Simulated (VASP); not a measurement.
# W (Fm-3m) in VASP: notebook, part 2 of 2

VASP 6.6.1.

## (3) Single point, LDA

INCAR

```
SYSTEM = W
ALGO     = Normal         ! electronic algorithm
EDIFF    = 1E-6           ! SCF threshold, eV
ENCUT    = 520            ! plane-wave cutoff, eV
GGA      = CA             ! functional
ISIF     = 2              ! what is computed and relaxed
ISMEAR   = -1             ! smearing method
LASPH    = .True.         ! aspherical terms in the spheres
LCHARG   = .False.        ! write CHGCAR
LREAL    = .False.        ! projectors in reciprocal space
LWAVE    = .False.        ! write WAVECAR
NBANDS   = 13             ! bands
NELM     = 60             ! most SCF steps
PREC     = Accurate       ! precision mode
SIGMA    = 0.15           ! smearing width, eV
```

KPOINTS

```
k-points
0
Gamma
  9 9 9
  0 0 0
```

POSCAR

```
W
1.0
    0.0000000000      2.0300000000      2.0300000000
    2.0300000000      0.0000000000      2.0300000000
    2.0300000000      2.0300000000      0.0000000000
W
1
Direct
    0.0000000000      0.0000000000      0.0000000000
```

Potentials or basis: VASP PAW LDA potentials, release 64 (W_sv).

Launch:

```console
$ cat potpaw_LDA.64/W_sv/POTCAR > POTCAR
$ mpirun -np 1 vasp_std > vasp.out
```

OUTCAR:

```text
SYSTEM = W
   EDIFF = 1E-6
   ENCUT = 520
   GGA = CA
   ISIF = 2
   ISMEAR = -1
   LASPH = .True.
   LREAL = .False.
   NELM = 60
   PREC = Accurate

 ion  position               nearest neighbor table
   1  0.000  0.000  0.000-

  LATTYP: Found a face centered cubic cell.
 ALAT       =     4.0600000000

  Lattice vectors:

 A1 = (   0.0000000000,   2.0300000000,   2.0300000000)
 A2 = (   2.0300000000,   0.0000000000,   2.0300000000)
 A3 = (   2.0300000000,   2.0300000000,   0.0000000000)

Analysis of symmetry for initial positions (statically):
=====================================================================
 Subroutine PRICEL returns:
 Original cell was already a primitive cell.

 Routine SETGRP: Setting up the symmetry group for a
 face centered cubic supercell.

 Subroutine GETGRP returns: Found 48 space group operations
 (whereof 48 operations were pure point group operations)
 out of a pool of 48 trial point group operations.

The static configuration has the point symmetry O_h .

Analysis of symmetry for dynamics (positions and initial velocities):
=====================================================================
 Subroutine PRICEL returns:
 Original cell was already a primitive cell.

 Routine SETGRP: Setting up the symmetry group for a
 face centered cubic supercell.

 Subroutine GETGRP returns: Found 48 space group operations
 (whereof 48 operations were pure point group operations)
 out of a pool of 48 trial point group operations.

The dynamic configuration has the point symmetry O_h .

 Subroutine INISYM returns: Found 48 space group operations
 (whereof 48 operations are pure point group operations),
 and found     1 'primitive' translations

----------------------------------------------------------------------------------------

                                     Primitive cell

  volume of cell :      16.7309
[... 112 lines left out ...]
   GGA     = CA    functional components
   LHFCALC =     F    Hartree Fock is set to
   AEXX    =    0.0000 exact exchange contribution
   IVDW    =     0    specifies the selected vdW correction
   LEPSILON=     F    determine dielectric tensor
   LRPA    =     F    only Hartree local field effects (RPA)
 non-spin polarized calculation
  energy-cutoff  :      520.00
  volume of cell :       16.73
 maximum number of plane-waves:       465
 NGX is ok and might be reduce to    24
   NGX = 11   NGY = 11   NGZ = 11

 number of electron      14.0000002 magnetization

 Free energy of the ion-electron system (eV)
  ---------------------------------------------------
  ext. energy  EPLUGINS =         0.00000000
  ---------------------------------------------------
  free energy    TOTEN  =       -13.60811135 eV

  energy without entropy =      -13.52315342  energy(sigma->0) =      -13.56563239

 E-fermi :  10.1472     XC(G=0): -13.5163

 val. band max:       10.1311225555   @ k =   0.2222   0.1111   0.0000
 cond. band min:      10.2123428158   @ k =   0.2222   0.2222   0.0000
 fundamental gap:      0.0812202603
 Fermi energy:        10.1472264071

 k-point     1 :       0.0000    0.0000    0.0000
  band No.  band energies     occupation
      1     -63.1532      2.00000
      2     -27.0564      2.00000
      3     -27.0564      2.00000
      4     -27.0564      2.00000
      5       1.2840      2.00000
      6       9.5341      1.96700
      7       9.5341      1.96700
      8       9.5341      1.96700
      9      12.5394      0.00000
     10      12.5394      0.00000
     11      22.9374      0.00000
     12      27.9934      0.00000
     13      27.9934      0.00000
[... 354 lines left out ...]
  band No.  band energies     occupation
      1     -63.0237      2.00000
      2     -28.0546      2.00000
      3     -27.4419      2.00000
      4     -27.4419      2.00000
      5       4.8141      2.00000
      6       5.7795      2.00000
      7      12.6035      0.00000
      8      14.8257      0.00000
      9      15.2444      0.00000
     10      15.2444      0.00000
     11      22.3463      0.00000
     12      22.3463      0.00000
     13      23.4728      0.00000

 [... further k-points ...]

------------------------ aborting loop because EDIFF is reached ----------------------------------------

  FORCE on cell =-STRESS in cart. coord.  units (eV):
  Direction    XX          YY          ZZ          XY          YZ          ZX
  --------------------------------------------------------------------------------------
  -------------------------------------------------------------------------------------
  Total       -1.7353806     -1.7353806     -1.7353806      0.0000000     -0.0000000      0.0000000
  in kB     -166.1832386   -166.1832386   -166.1832386      0.0000000     -0.0000000      0.0000000
  external PRESSURE =    -166.1832386 kB  Pullay stress =       0.0000000 kB

 VOLUME and BASIS-vectors are now :
 -----------------------------------------------------------------------------
  energy-cutoff  :      520.00
  volume of cell :       16.73
      direct lattice vectors                 reciprocal lattice vectors
     0.000000000  2.030000000  2.030000000    -0.246305419  0.246305419  0.246305419
     2.030000000  0.000000000  2.030000000     0.246305419 -0.246305419  0.246305419
     2.030000000  2.030000000  0.000000000     0.246305419  0.246305419 -0.246305419

 POSITION                                       TOTAL-FORCE (eV/Angst)
 -----------------------------------------------------------------------------------
      0.00000      0.00000      0.00000         0.000000      0.000000      0.000000
 -----------------------------------------------------------------------------------
    total drift:                               -0.000000      0.000000     -0.000000

  FREE ENERGIE OF THE ION-ELECTRON SYSTEM (eV)
  ---------------------------------------------------
  free  energy   TOTEN  =       -13.6081113548 eV

  energy  without entropy=      -13.5231534189  energy(sigma->0) =      -13.56563239
```

Wall time 2.8 s (1 thread of Intel Xeon 6975P-C (Granite Rapids), shared host); peak memory 0.13 GiB.

What came out:

```
Free energy            : -13.6081 eV
Pressure               : -16.6 GPa
Band gap on the k mesh : zero (band 7 reaches 12.60 eV, above the bottom of band 8 at 9.53 eV)
```

Caveat: spin-orbit coupling is left out, which moves the levels of the heavy elements.

## (4) Single point, LDA

INCAR

```
SYSTEM = W
ALGO     = Normal         ! electronic algorithm
EDIFF    = 1E-6           ! SCF threshold, eV
ENCUT    = 520            ! plane-wave cutoff, eV
ISIF     = 2              ! what is computed and relaxed
ISMEAR   = -1             ! smearing method
LASPH    = .TRUE.         ! aspherical terms in the spheres
LCHARG   = .TRUE.         ! write CHGCAR
LELF     = .TRUE.         ! ELF
LREAL    = .FALSE.        ! projectors in reciprocal space
LVHAR    = .TRUE.       
LWAVE    = .FALSE.        ! write WAVECAR
NBANDS   = 13             ! bands
NELM     = 80             ! most SCF steps
PREC     = Accurate       ! precision mode
SIGMA    = 0.15           ! smearing width, eV
```

KPOINTS

```
k-points
0
G
  12 12 12
  0 0 0
```

POSCAR is that of step 3.

Launch:

```console
$ cat potpaw_LDA.64/W_sv/POTCAR > POTCAR
$ mpirun -np 1 vasp_std > vasp.out
```

Run time: 4.6 s. Hardware: 1 thread of Intel Xeon 6975P-C (Granite Rapids), shared host; peak memory 0.13 GiB.

It converged, with:

- Free energy: -13.6077 eV
- Pressure: -16.3 GPa
- Band gap on the k mesh: zero (band 7 reaches 13.17 eV, above the bottom of band 8 at 9.53 eV)

Levels at points of the mesh, in eV from the Fermi level:
```
           k point  band 4  band 5  band 6  band 7  band 8  band 9  band 10  band 11
(0.00, 0.00, 0.00)  -37.19   -8.84   -0.59   -0.59   -0.59    2.41     2.41    12.81
(0.50, 0.00, 0.00)  -37.34   -5.50   -0.82   -0.82    0.70    4.84     4.84     9.97
(0.50, 0.50, 0.00)  -37.58   -5.38   -4.43    3.05    4.79    5.57     5.57    11.61
```

Caveat: spin-orbit coupling is left out, which moves the levels of the heavy elements.

## (5) Summary

```csv
k mesh,gap on the mesh (eV),pressure (GPa)
8 × 8 × 8,none,-15.9
9 × 9 × 9,none,-16.6
12 × 12 × 12,none,-16.3
```

Alike in all rows: task single point; level LDA; potentials or basis VASP PAW LDA potentials, release 64 (W_sv); no spin polarisation; cell as given; cutoff (eV) 520; smearing fermi-dirac 0.15 eV.

Every run on the cell as given and a fine mesh finds a metal.

Caveats: spin-orbit coupling is left out, which moves the levels of the heavy elements.

Absolute energies hang on the potentials; compare differences alone.
